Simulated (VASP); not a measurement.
A run of VASP 6.6.1 is set up as follows.

File INCAR:

```
PREC = Accurate ; ENCUT = 520
EDIFF = 1E-6 ; ISMEAR = -1
SIGMA = 0.02 ; LREAL = F
LASPH = T ; NELM = 80
ALGO = Normal ; ISIF = 2
LWAVE = F ; LCHARG = F
GGA = PE ; NBANDS = 17
```

The input KPOINTS:

```
regular mesh
0
Gamma
  6 6 6
```

POSCAR

```
PbS
1.0
    3.5773873776      0.0000000000      0.0000000000
    0.0000000000      3.5773873776      0.0000000000
    0.0000000000      0.0000000000      3.5773873776
Pb S
1 1
Direct
    0.0000000000      0.0000000000      0.0000000000
    0.5000000000      0.5000000000      0.5000000000
```

Potentials or basis: VASP PAW PBE potentials, release 64 (Pb_d, S).

Run with:

```sh
$ cat potpaw_PBE.64/Pb_d/POTCAR potpaw_PBE.64/S/POTCAR > POTCAR
$ mpirun -np 1 vasp_std > vasp.out
```

Task: What does it give for the pressure?

Result: 4.1 GPa.

Task: Estimate the band gap on the k mesh.

Result: Zero (band 10 reaches 6.95 eV, above the bottom of band 11 at 6.22 eV).

Caveat: spin-orbit coupling is left out, which moves the levels of the heavy elements.
